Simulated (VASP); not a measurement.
# Hg (Fm-3m) in VASP: a series of runs, part 2 of 3

VASP 6.6.1. The steps go on from the part before.

### Step 3. Single point, revPBE

This run uses another cell than the first one, of 108.76 Å³/atom, 1.042 times its volume.

INCAR reads:

```
PREC = Accurate ; ENCUT = 520
EDIFF = 1E-7 ; ISMEAR = -1
SIGMA = 0.1 ; LREAL = F
LASPH = T ; NELM = 80
ALGO = Normal ; ISIF = 2
LWAVE = F ; LCHARG = T
GGA = RE ; LELF = T
LVHAR = T ; NBANDS = 12
```

KPOINTS reads:

```
regular mesh
0
Gamma
  8 8 8
```

POSCAR reads:

```
Hg
1.0
    0.0000000000      3.7886255626      3.7886255626
    3.7886255626      0.0000000000      3.7886255626
    3.7886255626      3.7886255626      0.0000000000
Hg
1
Direct
    0.0000000000      0.0000000000      0.0000000000
```

Potentials or basis: VASP PAW PBE potentials, release 64 (Hg).

The run is started by

```console
$ cat potpaw_PBE.64/Hg/POTCAR > POTCAR
$ mpirun -np 1 vasp_std > vasp.out
```

OUTCAR:

```text
PREC = Accurate
   ENCUT = 520
   EDIFF = 1E-7
   ISMEAR = -1
   LREAL = F
   LASPH = T
   NELM = 80
   ISIF = 2
   GGA = RE

 ion  position               nearest neighbor table
   1  0.000  0.000  0.000-

  LATTYP: Found a face centered cubic cell.
 ALAT       =     7.5772511252

  Lattice vectors:

 A1 = (   0.0000000000,   3.7886255626,   3.7886255626)
 A2 = (   3.7886255626,   0.0000000000,   3.7886255626)
 A3 = (   3.7886255626,   3.7886255626,   0.0000000000)

Analysis of symmetry for initial positions (statically):
=====================================================================
 Subroutine PRICEL returns:
 Original cell was already a primitive cell.

 Routine SETGRP: Setting up the symmetry group for a
 face centered cubic supercell.

 Subroutine GETGRP returns: Found 48 space group operations
 (whereof 48 operations were pure point group operations)
 out of a pool of 48 trial point group operations.

The static configuration has the point symmetry O_h .

Analysis of symmetry for dynamics (positions and initial velocities):
=====================================================================
 Subroutine PRICEL returns:
 Original cell was already a primitive cell.

 Routine SETGRP: Setting up the symmetry group for a
 face centered cubic supercell.

 Subroutine GETGRP returns: Found 48 space group operations
 (whereof 48 operations were pure point group operations)
 out of a pool of 48 trial point group operations.

The dynamic configuration has the point symmetry O_h .

 Subroutine INISYM returns: Found 48 space group operations
 (whereof 48 operations are pure point group operations),
 and found     1 'primitive' translations

----------------------------------------------------------------------------------------

                                     Primitive cell

  volume of cell :     108.7615

  direct lattice vectors                    reciprocal lattice vectors
     0.000000000  3.788625563  3.788625563    -0.131973982  0.131973982  0.131973982
     3.788625563  0.000000000  3.788625563     0.131973982 -0.131973982  0.131973982
     3.788625563  3.788625563  0.000000000     0.131973982  0.131973982 -0.131973982

  length of vectors
     5.357925653  5.357925653  5.357925653     0.228585641  0.228585641  0.228585641

  position of ions in fractional coordinates (direct lattice)
     0.000000000  0.000000000  0.000000000

  ion indices of the primitive-cell ions
   primitive index   ion index
                 1           1

----------------------------------------------------------------------------------------

 KPOINTS: regular mesh

Automatic generation of k-mesh.
 Grid dimensions read from file:
 generate k-points for:    8    8    8

 Generating k-lattice:

  Cartesian coordinates                     Fractional coordinates (reciprocal lattice)
    -0.016496748  0.016496748  0.016496748     0.125000000  0.000000000  0.000000000
     0.016496748 -0.016496748  0.016496748     0.000000000  0.125000000  0.000000000
     0.016496748  0.016496748 -0.016496748     0.000000000  0.000000000  0.125000000

  Length of vectors
     0.028573205  0.028573205  0.028573205

  Shift w.r.t. Gamma in fractional coordinates (k-lattice)
     0.000000000  0.000000000  0.000000000

 Subroutine IBZKPT returns following result:
 ===========================================

 Found     29 irreducible k-points:

 Following reciprocal coordinates:
            Coordinates               Weight
  0.000000  0.000000  0.000000      1.000000
  0.125000  0.000000  0.000000      8.000000
  0.250000  0.000000  0.000000      8.000000
  0.375000  0.000000  0.000000      8.000000
  0.500000  0.000000  0.000000      4.000000
  0.125000  0.125000  0.000000      6.000000
[... 16 lines left out ...]
  0.500000  0.250000  0.125000     48.000000
 -0.375000  0.250000  0.125000     24.000000
 [... further k-points ...]
   k-points           NKPTS =     29   k-points in BZ     NKDIM =     29   number of bands    NBANDS=     12
   number of dos      NEDOS =    301   number of ions     NIONS =      1
   total plane-waves  NPLWV =  64000
   dimension x,y,z NGX =    40 NGY =   40 NGZ =   40
   dimension x,y,z NGXF=    80 NGYF=   80 NGZF=   80
   ions per type =               1
   NGX,Y,Z   is equivalent  to a cutoff of  12.41, 12.41, 12.41 a.u.
   NGXF,Y,Z  is equivalent  to a cutoff of  24.82, 24.82, 24.82 a.u.
 SYSTEM =  unknown system
   PREC   = accura    normal or accurate (medium, high low for compatibility)
   ISTART =      0    job   : 0-new  1-cont  2-samecut
   ICHARG =      2    charge: 1-file 2-atom 10-const
   ISPIN  =      1    spin polarized calculation?
   LNONCOLLINEAR =      F non collinear calculations
   LSORBIT =      F    spin-orbit coupling
   LASPH  =      T    aspherical Exc in radial PAW
   ENCUT  =  520.0 eV  38.22 Ry    6.18 a.u.   9.96  9.96  9.96*2*pi/ulx,y,z
   NELM   =     80;   NELMIN=  2; NELMDL= -5     # of ELM steps
   EDIFF  = 0.1E-06   stopping-criterion for ELM
   LREAL  =      F    real-space projection
   EDIFFG = 0.1E-05   stopping-criterion for IOM
   NSW    =      0    number of steps for IOM
   IBRION =     -1    ionic relax: 0-MD 1-quasi-New 2-CG
   NFREE  =      0    steps in history (QN), initial steepest desc. (CG)
   ISIF   =      2    stress and relaxation
   ISYM   =      2    0-nonsym 1-usesym 2-fastsym
   POTIM  = 0.5000    time-step for ionic-motion
   TEBEG  =    0.0;   TEEND  =   0.0 temperature during run
   PSTRESS=    0.0 pullay stress
   NELECT =      12.0000    total number of electrons
   NUPDOWN=      -1.0000    fix difference up-down
   EMIN   =  10.00;   EMAX   =-10.00  energy-range for DOS
   EFERMI =   0.00;   METHOD = LEGACY
   ISMEAR =    -1;   SIGMA  =   0.10  broadening in eV -4-tet -1-fermi 0-gaus
   EFERMI_NEDOS =   21; number of points for ismear=-14 and -15
   IALGO  =     38    algorithm
   IMIX   =      4    mixing-type and parameters
     AMIX     =   0.40;   BMIX     =  1.00
     AMIX_MAG =   1.60;   BMIX_MAG =  1.00
  volume/ion in A,a.u.               =     108.76       733.96
  Fermi-wavevector in a.u.,A,eV,Ry     =   0.785194  1.483801  8.388392  0.616529
  Thomas-Fermi vector in A             =   1.889480
   LORBIT       =      0    0 simple, 1 ext, 2 COOP (PROOUT), +10 PAW based schemes
   GGA     = RE    functional components
   LHFCALC =     F    Hartree Fock is set to
   AEXX    =    0.0000 exact exchange contribution
   IVDW    =     0    specifies the selected vdW correction
   LEPSILON=     F    determine dielectric tensor
   LRPA    =     F    only Hartree local field effects (RPA)
 non-spin polarized calculation
  energy-cutoff  :      520.00
  volume of cell :      108.76
 maximum number of plane-waves:      2954
   NGX = 19   NGY = 19   NGZ = 19

 number of electron      12.0000002 magnetization

 Free energy of the ion-electron system (eV)
  ---------------------------------------------------
  ext. energy  EPLUGINS =         0.00000000
  ---------------------------------------------------
  free energy    TOTEN  =        -0.01039744 eV

  energy without entropy =       -0.01039744  energy(sigma->0) =       -0.01039744

 E-fermi :  -2.8086     XC(G=0):  -4.2228

 val. band max:       -5.0638150274   @ k =  -0.2500   0.5000   0.2500
 cond. band min:      -0.6786196368   @ k =   0.5000   0.0000   0.0000
 fundamental gap:      4.3851953907
 Fermi energy:        -2.8086267741

 k-point     1 :       0.0000    0.0000    0.0000
  band No.  band energies     occupation
      1      -8.3486      2.00000
      2      -8.3486      2.00000
      3      -8.3486      2.00000
      4      -8.3372      2.00000
      5      -8.3372      2.00000
      6      -5.7740      2.00000
      7       2.5170      0.00000
      8       2.5170      0.00000
      9       2.5170      0.00000
     10       3.0630      0.00000
     11       6.4027      0.00000
     12       6.4027      0.00000

 k-point     2 :       0.1250    0.0000    0.0000
  band No.  band energies     occupation
      1      -8.3483      2.00000
      2      -8.3469      2.00000
      3      -8.3469      2.00000
      4      -8.3370      2.00000
      5      -8.3370      2.00000
      6      -5.7093      2.00000
      7       1.5277      0.00000
      8       2.4466      0.00000
      9       2.4466      0.00000
     10       3.8598      0.00000
     11       5.8997      0.00000
     12       6.5514      0.00000
[... 316 lines left out ...]
 k-point    24 :      -0.3750    0.2500    0.1250
  band No.  band energies     occupation
      1      -8.3480      2.00000
      2      -8.3448      2.00000
      3      -8.3373      2.00000
      4      -8.3318      2.00000
      5      -8.3253      2.00000
      6      -5.1581      2.00000
      7      -0.3781      0.00000
      8       0.9312      0.00000
      9       1.6629      0.00000
     10       4.8396      0.00000
     11       5.0891      0.00000
     12       7.0232      0.00000

 [... further k-points ...]
[... 5 lines left out ...]
  --------------------------------------------------------------------------------------
  -------------------------------------------------------------------------------------
  Total        0.0162522      0.0162522      0.0162522      0.0000000     -0.0000000      0.0000000
  in kB        0.2394134      0.2394134      0.2394134      0.0000000     -0.0000000      0.0000000
  external PRESSURE =       0.2394134 kB  Pullay stress =       0.0000000 kB

 VOLUME and BASIS-vectors are now :
 -----------------------------------------------------------------------------
  energy-cutoff  :      520.00
  volume of cell :      108.76
      direct lattice vectors                 reciprocal lattice vectors
     0.000000000  3.788625563  3.788625563    -0.131973982  0.131973982  0.131973982
     3.788625563  0.000000000  3.788625563     0.131973982 -0.131973982  0.131973982
     3.788625563  3.788625563  0.000000000     0.131973982  0.131973982 -0.131973982

 POSITION                                       TOTAL-FORCE (eV/Angst)
 -----------------------------------------------------------------------------------
      0.00000      0.00000      0.00000        -0.000000      0.000000     -0.000000
 -----------------------------------------------------------------------------------
    total drift:                               -0.000000     -0.000000     -0.000000

  FREE ENERGIE OF THE ION-ELECTRON SYSTEM (eV)
  ---------------------------------------------------
  free  energy   TOTEN  =        -0.0103974362 eV

  energy  without entropy=       -0.0103974359  energy(sigma->0) =       -0.01039744
```

OSZICAR:

```text
N       E                     dE             d eps       ncg     rms          rms(c)
DAV:   1     0.704443365884E+02    0.70444E+02   -0.47179E+03   696   0.769E+02
DAV:   2     0.250967208568E+01   -0.67935E+02   -0.62147E+02   772   0.181E+02
DAV:   3    -0.456567817491E-02   -0.25142E+01   -0.25090E+01   816   0.369E+01
DAV:   4    -0.106488468919E-01   -0.60832E-02   -0.60831E-02   772   0.234E+00
DAV:   5    -0.106684259861E-01   -0.19579E-04   -0.19579E-04   852   0.114E-01    0.175E-01
DAV:   6    -0.103937676693E-01    0.27466E-03   -0.97838E-04   780   0.291E-01    0.346E-02
DAV:   7    -0.103938401041E-01   -0.72435E-07   -0.86663E-05   780   0.787E-02    0.238E-02
DAV:   8    -0.103973051644E-01   -0.34651E-05   -0.18069E-05   736   0.485E-02    0.336E-03
DAV:   9    -0.103974864248E-01   -0.18126E-06   -0.28854E-07   816   0.377E-03    0.129E-03
DAV:  10    -0.103974361859E-01    0.50239E-07   -0.28359E-07   728   0.522E-03
   1 F= -.10397436E-01 E0= -.10397436E-01  d E =-.330093E-09
```

Wall time 19 s (1 thread of Intel Xeon Platinum 8488C (Sapphire Rapids), shared host); peak memory 0.24 GiB.

Results:

```yaml
Free_energy: -0.0104 eV
Pressure: 0.0 GPa
Band_gap_on_the_k_mesh: 4.39 eV, indirect (least direct gap 4.56 eV)
```

Levels at points of the mesh, in eV from the valence-band top:
```csv
k point,band 2,band 3,band 4,band 5,band 6,band 7,band 8,band 9,band 10,band 11
"(0.00, 0.00, 0.00)",-3.28,-3.28,-3.27,-3.27,-0.71,7.58,7.58,7.58,8.13,11.47
"(0.50, 0.00, 0.00)",-3.28,-3.28,-3.26,-3.26,-0.18,4.39,7.18,7.18,8.99,10.99
"(0.50, 0.50, 0.00)",-3.29,-3.26,-3.26,-3.26,-0.01,4.69,6.32,6.32,8.25,9.21
```

Caveat: the PAW data sets were made with another functional, which shifts forces and pressure a little; spin-orbit coupling is left out, which moves the levels of the heavy elements. A k mesh can miss the band edges.

### Step 4. Relaxation of cell and atoms, revPBE

This run uses another cell than the first one, of 23.07 Å³/atom, 0.221 times its volume.

INCAR reads:

```
SYSTEM = Hg
ALGO = Normal
EDIFF = 1E-7
EDIFFG = -0.01
ENCUT = 600
GGA = RE
IBRION = 2
ISIF = 3
ISMEAR = -1
LASPH = .TRUE.
LCHARG = .FALSE.
LREAL = .FALSE.
LWAVE = .FALSE.
NELM = 100
NSW = 80
PREC = Accurate
SIGMA = 0.1
```

KPOINTS reads:

```
k-points
0
G
  12 12 12
  0 0 0
```

POSCAR reads:

```
Hg
1.0
    0.0000000000      2.2595506664      2.2595506664
    2.2595506664      0.0000000000      2.2595506664
    2.2595506664      2.2595506664      0.0000000000
Hg
1
Direct
    0.0000000000      0.0000000000      0.0000000000
```

Potentials or basis: VASP PAW PBE potentials, release 64 (Hg).

The run is started by

```console
$ cat potpaw_PBE.64/Hg/POTCAR > POTCAR
$ mpirun -np 1 vasp_std > vasp.out
```

OUTCAR:

```text
SYSTEM = Hg
   EDIFF = 1E-7
   EDIFFG = -0.01
   ENCUT = 600
   GGA = RE
   IBRION = 2
   ISIF = 3
   ISMEAR = -1
   LASPH = .TRUE.
   LREAL = .FALSE.
   NELM = 100
   NSW = 80
   PREC = Accurate

 ion  position               nearest neighbor table
   1  0.000  0.000  0.000-

  LATTYP: Found a face centered cubic cell.
 ALAT       =     4.5191013328

  Lattice vectors:

 A1 = (   0.0000000000,   2.2595506664,   2.2595506664)
 A2 = (   2.2595506664,   0.0000000000,   2.2595506664)
 A3 = (   2.2595506664,   2.2595506664,   0.0000000000)

Analysis of symmetry for initial positions (statically):
=====================================================================
 Subroutine PRICEL returns:
 Original cell was already a primitive cell.

[... 159 lines left out ...]

 number of electron      12.0000001 magnetization

 Free energy of the ion-electron system (eV)
  ---------------------------------------------------
  ext. energy  EPLUGINS =         0.00000000
  ---------------------------------------------------
  free energy    TOTEN  =         0.31496877 eV

  energy without entropy =        0.32462259  energy(sigma->0) =        0.31979568

 E-fermi :   3.0338     XC(G=0): -10.9019

 val. band max:        2.9985029338   @ k =  -0.4167   0.1667   0.0000
 cond. band min:       3.1149497530   @ k =  -0.3333   0.4167   0.0833
 fundamental gap:      0.1164468191
 Fermi energy:         3.0337873722
[... 772 lines left out ...]
--------------------------------------- Ionic step        5  -------------------------------------------

 number of electron      12.0000000 magnetization

 Free energy of the ion-electron system (eV)
  ---------------------------------------------------
  ext. energy  EPLUGINS =         0.00000000
  ---------------------------------------------------
  free energy    TOTEN  =         0.06534060 eV

  energy without entropy =        0.06534090  energy(sigma->0) =        0.06534075

 E-fermi :  -1.3434     XC(G=0):  -6.7308

 val. band max:       -2.7541744150   @ k =  -0.2500   0.5000   0.2500
 cond. band min:      -0.1565243397   @ k =   0.5000   0.0000   0.0000
 fundamental gap:      2.5976500752
 Fermi energy:        -1.3433687556
[... 340 lines left out ...]
  FREE ENERGIE OF THE ION-ELECTRON SYSTEM (eV)
  ---------------------------------------------------
  free  energy   TOTEN  =         0.0653406026 eV

  energy  without entropy=        0.0653409035  energy(sigma->0) =        0.06534075

 reached required accuracy - stopping structural energy minimisation
```

CONTCAR:

```text
Hg
   1.00000000000000
     0.0000000000000001    2.9568424314704256    2.9568424314704256
     2.9568424314704260    0.0000000000000000    2.9568424314704256
     2.9568424314704260    2.9568424314704256    0.0000000000000000
  Hg
     1
Direct
     0.0000000000000000    0.0000000000000000    0.0000000000000000

  0.00000000E+00  0.00000000E+00  0.00000000E+00
```

Wall time 59 s (1 thread of Intel Xeon Platinum 8488C (Sapphire Rapids), shared host); peak memory 0.18 GiB.

What came out:

* Free energy: 0.0653 eV
* Relaxed volume: 51.70 Å³/atom
* Relaxed cell: a = 4.182 Å, b = 4.182 Å, c = 4.182 Å, α = 60.00°, β = 60.00°, γ = 60.00°
* Space group after relaxing (to 0.05 Å): Fm-3m (No. 225)
* Energy gained by relaxing: 249.6 meV/atom
* Ionic steps: 5
* Pressure after relaxing: 0.0 GPa
* Band gap on the k mesh: 2.60 eV, indirect (least direct gap 3.25 eV)

Step by step:
```csv
step,energy change (eV),largest force (eV/Å),pressure (GPa),volume (Å³)
1,0.0000,0.0000,8.11,23.07
2,-0.1229,0.0000,2.68,27.20
3,-0.1643,0.0000,1.99,30.08
4,-0.2172,0.0000,0.84,36.43
5,-0.2496,0.0000,0.00,51.70
```

Final structure:
```
Hg
1.0
     0.00000    2.95684    2.95684
     2.95684    0.00000    2.95684
     2.95684    2.95684    0.00000
Hg
1
Direct
  0.00000 0.00000 0.00000
```

Caveat: the volume moved by over 15 % at a fixed basis, so the end points are rough; the PAW data sets were made with another functional, which shifts forces and pressure a little; spin-orbit coupling is left out, which moves the levels of the heavy elements. A k mesh can miss the band edges.

(Part 2 of 3 ends here.)
